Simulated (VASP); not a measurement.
Wanted: the native input for a VASP 6.6.1 run.

| Quantity | Value |
| --- | --- |
| Task | single point |
| Functional | PBE |
| Dispersion | D3(BJ) |
| Potentials or basis | VASP PAW PBE potentials, release 64 (Al) |
| Cutoff | 520 eV |
| k mesh | 18 × 18 × 6 |
| Occupations | gaussian, width 0.15 eV |
| Spin | no spin polarisation |
| Dipole correction | no |
| Further INCAR settings | ALGO = Fast; EDIFF = 1e-06; NBANDS = 14 |

The structure of Al lies in POSCAR:

```
Al
1.0
    2.9473576151      0.0000000000      0.0000000000
   -1.4736788076      2.5524865687      0.0000000000
    0.0000000000      0.0000000000      8.9319672525
Al
4
Direct
    0.0000000000      0.0000000000      0.0000000000
    0.3333333333      0.6666666667      0.2500000000
    0.0000000000      0.0000000000      0.5000000000
    0.6666666667      0.3333333333      0.7500000000
```

This isn't the form of Al at room conditions, which is fcc.

The input as run:

INCAR

```
  ALGO = Fast
  EDIFF = 1E-6
  ENCUT = 520
  GGA = PE
  ISIF = 2
  ISMEAR = 0
  IVDW = 12
  LASPH = True
  LCHARG = True
  LELF = True
  LREAL = False
  LVHAR = True
  LWAVE = False
  NBANDS = 14
  NELM = 100
  PREC = Accurate
  SIGMA = 0.15
```

KPOINTS

```
k-points
0
Gamma
  18 18 6
```

Potentials or basis: VASP PAW PBE potentials, release 64 (Al).

Launch:

```sh
$ cat potpaw_PBE.64/Al/POTCAR > POTCAR
$ mpirun -np 1 vasp_std > vasp.out
```

Results of the run:

```json
{
 "Pressure": "-3.8 GPa",
 "Band gap on the k mesh": "zero (bands 6 and 7 overlap by 6.65 eV)",
 "Dispersion energy per atom": "-0.330 eV"
}
```

Caveat: the cell stands under tension.

It took 89 s on 1 thread of Intel(R) Xeon(R) Platinum 8488C (Sapphire Rapids) (shared host), peak memory 0.26 GiB.
